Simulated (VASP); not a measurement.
Write the native input for VASP 6.6.1 that does the following.

- Task: single point
- Functional: LDA
- Potentials or basis: VASP PAW LDA potentials, release 64 (K_sv, Ta_pv, O)
- Cutoff: 520 eV
- k mesh: 5 × 5 × 5
- Occupations: fermi-dirac, width 0.01 eV
- Spin: no spin polarisation
- Dipole correction: no
- Further INCAR settings: ALGO = Normal; EDIFF = 1e-06; NBANDS = 27

The structure of KTaO3 lies in POSCAR:

```
KTaO3
1.0
    3.9883000000      0.0000000000      0.0000000000
    0.0000000000      3.9883000000      0.0000000000
    0.0000000000      0.0000000000      3.9484170000
K Ta O
1 1 3
Direct
    0.5000000000      0.5000000000      0.5000000000
    0.0000000000      0.0000000000      0.0000000000
    0.5000000000      0.0000000000      0.0000000000
    0.0000000000      0.5000000000      0.0000000000
    0.0000000000      0.0000000000      0.5000000000
```

This cell differs from its parent crystal: zz strain of -1 %.

One way to write it, as run:

INCAR

```
SYSTEM = KTaO3
PREC = Accurate ; ENCUT = 520
EDIFF = 1E-6 ; ISMEAR = -1
SIGMA = 0.01 ; LREAL = .FALSE.
LASPH = .TRUE. ; NELM = 100
ALGO = Normal ; ISIF = 2
LWAVE = .FALSE. ; LCHARG = .FALSE.
NBANDS = 27
```

KPOINTS

```
regular mesh
0
G
  5 5 5
  0 0 0
```

Potentials or basis: VASP PAW LDA potentials, release 64 (K_sv, Ta_pv, O).

Run with:

```sh
$ cat potpaw_LDA.64/K_sv/POTCAR potpaw_LDA.64/Ta_pv/POTCAR potpaw_LDA.64/O/POTCAR > POTCAR
$ mpirun -np 1 vasp_std > vasp.out
```

Results of the run:

The pressure is -2.3 GPa and the band gap on the k mesh is 2.14 eV (least direct gap 2.64 eV).

Caveat: the cell differs from its parent crystal (zz strain of -1 %); spin-orbit coupling is left out, which moves the levels of the heavy elements; an odd mesh through Γ misses points on the zone boundary, where band edges can lie.

Wall time 24 s on 1 thread of Intel Xeon 8259CL (shared host), peak memory 0.17 GiB.
